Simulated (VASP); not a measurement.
Here is a VASP 6.6.1 calculation.

File POSCAR:

```
ZnO
1.0
    3.2419811878      0.0000000000      0.0000000000
   -1.6209905939      2.8076380673      0.0000000000
    0.0000000000      0.0000000000      5.2276401338
Zn O
2 2
Direct
    0.3333333333      0.6666666667      0.0014489149
    0.6666666667      0.3333333333      0.5014489149
    0.3333333333      0.6666666667      0.3806510851
    0.6666666667      0.3333333333      0.8806510851
```

The input INCAR.step1:

```
PREC = Accurate
ENCUT = 520
EDIFF = 1E-5
ISMEAR = 0
SIGMA = 0.05
LREAL = False
LASPH = True
NELM = 60
ALGO = Normal
ISIF = 2
LWAVE = True
LCHARG = False
NBANDS = 26
GGA = PE
LUSENCCL = False
```

The input INCAR.step2:

```
PREC = Accurate
ENCUT = 520
EDIFF = 1E-6
ISMEAR = 0
SIGMA = 0.05
LREAL = False
LASPH = True
NELM = 60
ALGO = Normal
ISIF = 2
LWAVE = False
LCHARG = False
GGA = PE
LHFCALC = True
AEXX = 0.5
HFSCREEN = 0.20787
PRECFOCK = Normal
NBANDS = 26
ISTART = 1
LUSENCCL = False
```

Contents of KPOINTS:

```
regular mesh
0
Gamma
  4 4 4
```

Potentials or basis: VASP PAW PBE potentials, release 64 (Zn, O).

Launch:

```console
$ cat potpaw_PBE.64/Zn/POTCAR potpaw_PBE.64/O/POTCAR > POTCAR
$ cp INCAR.step1 INCAR
$ mpirun -np 1 vasp_std > vasp.out
$ cp INCAR.step2 INCAR
$ mpirun -np 1 vasp_std > vasp.out
```

(1) What does it give for the largest force?

(2) Estimate the band gap on the k mesh.

(3) What does it give for the pressure?

## Answers

(1) 0.023 eV/Å.

(2) 4.31 eV.

(3) -1.8 GPa.

Caveat: the k points lie up to 0.56 Å⁻¹ apart; the PAW data sets were made with another functional, which shifts forces and pressure a little.
